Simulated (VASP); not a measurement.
# Cr (P6/mmm) in VASP: relaxation of cell and atoms with PBE

Aim: the relaxation of cell and atoms of Cr with PBE.

Everything below comes from runs of VASP 6.6.1. Logs are shortened: lines on timing, memory, paths and dates and some standing lists are left out, and cuts for length are marked.

## 1. The cell of the first run

The structure is hexagonal, space group P6/mmm (No. 191). Conventional cell: a = 2.497 Å, b = 2.497 Å, c = 2.288 Å, α = 90.00°, β = 90.00°, γ = 120.00°. Cr (site symmetry 6/mmm) has 8 Cr at 2.29 to 2.50 Å within 3.0 Å.

This isn't the form of Cr at room conditions, which is bcc.

## 2. Relaxation of cell and atoms, PBE

INCAR reads:

```
SYSTEM = Cr
PREC = Accurate
ENCUT = 600
EDIFF = 1E-7
ISMEAR = 0
SIGMA = 0.1
LREAL = .FALSE.
LASPH = .TRUE.
NELM = 100
ALGO = Fast
ISIF = 3
LWAVE = .FALSE.
LCHARG = .FALSE.
GGA = PE
IBRION = 2
NSW = 100
EDIFFG = -0.01
```

KPOINTS reads:

```
Automatic mesh
0
G
  27 27 24
  0 0 0
```

POSCAR reads:

```
Cr
1.0
    2.4973049706      0.0000000000      0.0000000000
   -1.2486524853      2.1627295455      0.0000000000
    0.0000000000      0.0000000000      2.2877652940
Cr
1
Direct
    0.0000000000      0.0000000000      0.0000000000
```

Potentials or basis: VASP PAW PBE potentials, release 64 (Cr_pv).

Run with:

```sh
cat potpaw_PBE.64/Cr_pv/POTCAR > POTCAR
mpirun -np 1 vasp_std > vasp.out
```

OUTCAR:

```text
SYSTEM = Cr
   PREC = Accurate
   ENCUT = 600
   EDIFF = 1E-7
   ISMEAR = 0
   LREAL = .FALSE.
   LASPH = .TRUE.
   NELM = 100
   ISIF = 3
   GGA = PE
   IBRION = 2
   NSW = 100
   EDIFFG = -0.01

 ion  position               nearest neighbor table
   1  0.000  0.000  0.000-

  LATTYP: Found a hexagonal cell.
 ALAT       =     2.4973049706
 C/A-ratio  =     0.9160936774

  Lattice vectors:

 A1 = (   2.4973049706,   0.0000000000,   0.0000000000)
 A2 = (  -1.2486524853,   2.1627295455,   0.0000000000)
 A3 = (   0.0000000000,   0.0000000000,   2.2877652940)

Analysis of symmetry for initial positions (statically):
=====================================================================
 Subroutine PRICEL returns:
 Original cell was already a primitive cell.

 Routine SETGRP: Setting up the symmetry group for a
 hexagonal supercell.

 Subroutine GETGRP returns: Found 24 space group operations
 (whereof 24 operations were pure point group operations)
 out of a pool of 24 trial point group operations.

The static configuration has the point symmetry D_6h.

Analysis of symmetry for dynamics (positions and initial velocities):
=====================================================================
 Subroutine PRICEL returns:
 Original cell was already a primitive cell.

 Routine SETGRP: Setting up the symmetry group for a
 hexagonal supercell.

 Subroutine GETGRP returns: Found 24 space group operations
 (whereof 24 operations were pure point group operations)
 out of a pool of 24 trial point group operations.

The dynamic configuration has the point symmetry D_6h.

 Subroutine INISYM returns: Found 24 space group operations
 (whereof 24 operations are pure point group operations),
 and found     1 'primitive' translations

----------------------------------------------------------------------------------------

                                     Primitive cell

  volume of cell :      12.3562

  direct lattice vectors                    reciprocal lattice vectors
     2.497304971  0.000000000  0.000000000     0.400431670  0.231189332  0.000000000
    -1.248652485  2.162729545  0.000000000     0.000000000  0.462378665  0.000000000
     0.000000000  0.000000000  2.287765294     0.000000000  0.000000000  0.437107776

  length of vectors
     2.497304971  2.497304971  2.287765294     0.462378665  0.462378665  0.437107776

  position of ions in fractional coordinates (direct lattice)
[... 96 lines left out ...]
     AMIX     =   0.40;   BMIX     =  1.00
     AMIX_MAG =   1.60;   BMIX_MAG =  1.00
  volume/ion in A,a.u.               =      12.36        83.38
  Fermi-wavevector in a.u.,A,eV,Ry     =   1.621213  3.063649 35.760636  2.628333
  Thomas-Fermi vector in A             =   2.715026
   LORBIT       =      0    0 simple, 1 ext, 2 COOP (PROOUT), +10 PAW based schemes
   GGA     = PE    functional components
   LHFCALC =     F    Hartree Fock is set to
   AEXX    =    0.0000 exact exchange contribution
   IVDW    =     0    specifies the selected vdW correction
   LEPSILON=     F    determine dielectric tensor
   LRPA    =     F    only Hartree local field effects (RPA)
 conjugate gradient relaxation of ions
 non-spin polarized calculation
 RMM-DIIS sequential band-by-band and
 Gauss-broadening in eV      SIGMA  =   0.10
  energy-cutoff  :      600.00
  volume of cell :       12.36
 maximum number of plane-waves:       435
 NGX is ok and might be reduce to    20
   NGX =  9   NGY =  9   NGZ =  9

--------------------------------------- Ionic step        1  -------------------------------------------

 number of electron      11.9999994 magnetization

 Free energy of the ion-electron system (eV)
  ---------------------------------------------------
  ext. energy  EPLUGINS =         0.00000000
  ---------------------------------------------------
  free energy    TOTEN  =        -8.76661097 eV

  energy without entropy =       -8.76006049  energy(sigma->0) =       -8.76333573

------------------------ aborting loop because EDIFF is reached ----------------------------------------

  FORCE on cell =-STRESS in cart. coord.  units (eV):
  Direction    XX          YY          ZZ          XY          YZ          ZX
  --------------------------------------------------------------------------------------
  -------------------------------------------------------------------------------------
  Total        0.1072093      0.1072093     -0.4861976      0.0000000     -0.0000000      0.0000000
  in kB       13.9013818     13.9013818    -63.0431769      0.0000000     -0.0000000      0.0000000
  external PRESSURE =     -11.7468045 kB  Pullay stress =       0.0000000 kB
[... 127 lines left out ...]
--------------------------------------- Ionic step        5  -------------------------------------------

 number of electron      12.0000008 magnetization

 Free energy of the ion-electron system (eV)
  ---------------------------------------------------
  ext. energy  EPLUGINS =         0.00000000
  ---------------------------------------------------
  free energy    TOTEN  =        -8.77236858 eV

  energy without entropy =       -8.76491376  energy(sigma->0) =       -8.76864117

 E-fermi :  10.1418     XC(G=0): -13.2398

 val. band max:       10.1413332048   @ k =   0.0370   0.0370   0.4167
 cond. band min:      10.1445232873   @ k =   0.2963   0.0370   0.3750
 fundamental gap:      0.0031900825
 Fermi energy:        10.1417600557

 k-point     1 :       0.0000    0.0000    0.0000
  band No.  band energies     occupation
      1     -32.4133      2.00000
      2     -32.4133      2.00000
      3     -32.1651      2.00000
      4       2.6314      2.00000
      5       6.8710      2.00000
      6       9.5594      2.00000
      7       9.5594      2.00000
      8      12.8353      0.00000
      9      12.8353      0.00000
     10      17.6929      0.00000
[... 287 lines left out ...]
 k-point    24 :       0.3704    0.0370    0.0000
  band No.  band energies     occupation
      1     -33.1110      2.00000
      2     -32.5796      2.00000
      3     -32.0961      2.00000
      4       6.0202      2.00000
      5       7.4231      2.00000
      6       9.3747      2.00000
      7      11.4964      0.00000
      8      12.3236      0.00000
      9      12.5516      0.00000
     10      17.6874      0.00000

 [... further k-points ...]

------------------------ aborting loop because EDIFF is reached ----------------------------------------

  FORCE on cell =-STRESS in cart. coord.  units (eV):
  Direction    XX          YY          ZZ          XY          YZ          ZX
  --------------------------------------------------------------------------------------
  -------------------------------------------------------------------------------------
  Total       -0.0001538     -0.0001538     -0.0089411      0.0000000     -0.0000000      0.0000000
  in kB       -0.0200879     -0.0200879     -1.1674220      0.0000000     -0.0000000      0.0000000
  external PRESSURE =      -0.4025326 kB  Pullay stress =       0.0000000 kB
[... 16 lines left out ...]
  FREE ENERGIE OF THE ION-ELECTRON SYSTEM (eV)
  ---------------------------------------------------
  free  energy   TOTEN  =        -8.7723685802 eV

  energy  without entropy=       -8.7649137564  energy(sigma->0) =       -8.76864117

 reached required accuracy - stopping structural energy minimisation
```

OSZICAR:

```text
N       E                     dE             d eps       ncg     rms          rms(c)
[... 51 lines left out ...]
RMM:   2    -0.877242106041E+01    0.47511E-02   -0.20032E-02 19505   0.188E+00    0.115E-01
RMM:   3    -0.877239299141E+01    0.28069E-04   -0.11225E-03 19500   0.372E-01    0.536E-02
RMM:   4    -0.877237145580E+01    0.21536E-04   -0.13528E-04 19523   0.132E-01    0.225E-02
RMM:   5    -0.877236963204E+01    0.18238E-05   -0.38444E-05 19525   0.957E-02    0.974E-03
RMM:   6    -0.877236876351E+01    0.86853E-06   -0.10496E-05 19567   0.507E-02    0.235E-03
RMM:   7    -0.877236875411E+01    0.93933E-08   -0.21580E-06 21537   0.248E-02    0.104E-03
RMM:   8    -0.877236857293E+01    0.18118E-06   -0.15965E-07 12612   0.489E-03    0.158E-04
RMM:   9    -0.877236858016E+01   -0.72291E-08   -0.24541E-08 10114   0.226E-03
   5 F= -.87723686E+01 E0= -.87686412E+01  d E =-.239257E-03
```

CONTCAR:

```text
Cr
   1.00000000000000
     2.5151016459676625    0.0000000000000000    0.0000000000000000
    -1.2575508229838313    2.1781419184705118    0.0000000000000000
     0.0000000000000000   -0.0000000000000000    2.2399103498033539
  Cr
     1
Direct
     0.0000000000000000    0.0000000000000000    0.0000000000000000

  0.00000000E+00  0.00000000E+00  0.00000000E+00
```

Run time: 3 min. Hardware: 1 thread of Intel Xeon 6975P-C (Granite Rapids), shared host; peak memory 0.28 GiB.

Results:

| Property | Result |
| --- | --- |
| Free energy | -8.7724 eV |
| Relaxed volume | 12.27 Å³/atom |
| Relaxed cell | a = 2.515 Å, b = 2.515 Å, c = 2.240 Å, α = 90.00°, β = 90.00°, γ = 120.00° |
| Space group after relaxing (to 0.1 Å) | P6/mmm (No. 191) |
| Energy gained by relaxing | 5.8 meV/atom |
| Ionic steps | 5 |
| Pressure after relaxing | 0.0 GPa |
| Band gap on the k mesh | zero (bands 6 and 7 overlap by 1.08 eV) |

The path:
| step | energy change (eV) | largest force (eV/Å) | pressure (GPa) | volume (Å³) |
| --- | --- | --- | --- | --- |
| 1 | 0.0000 | 0.0000 | -1.17 | 12.36 |
| 2 | -0.0054 | 0.0000 | 1.32 | 12.19 |
| 3 | -0.0055 | 0.0000 | 0.97 | 12.21 |
| 4 | -0.0056 | 0.0000 | -0.96 | 12.33 |
| 5 | -0.0058 | 0.0000 | -0.04 | 12.27 |

Final structure:
```cif
data_structure
_symmetry_space_group_name_H-M 'P 1'
_symmetry_Int_Tables_number 1
_cell_length_a 2.5151
_cell_length_b 2.5151
_cell_length_c 2.2399
_cell_angle_alpha 90.000
_cell_angle_beta 90.000
_cell_angle_gamma 120.000
_cell_volume 12.27
loop_
_atom_site_label
_atom_site_type_symbol
_atom_site_fract_x
_atom_site_fract_y
_atom_site_fract_z
_atom_site_occupancy
Cr1 Cr 0.00000 0.00000 0.00000 1
```

Levels at points of the mesh, in eV from the Fermi level:
| k point | band 3 | band 4 | band 5 | band 6 | band 7 | band 8 | band 9 | band 10 |
| --- | --- | --- | --- | --- | --- | --- | --- | --- |
| (0.00, 0.00, 0.00) | -42.31 | -7.51 | -3.27 | -0.58 | -0.58 | 2.69 | 2.69 | 7.55 |
| (0.00, 0.00, 0.50) | -42.41 | -2.87 | -0.24 | 0.13 | 0.13 | 0.28 | 0.28 | 7.55 |

Caveat: the run has no spin polarisation, though such a crystal can be magnetic.
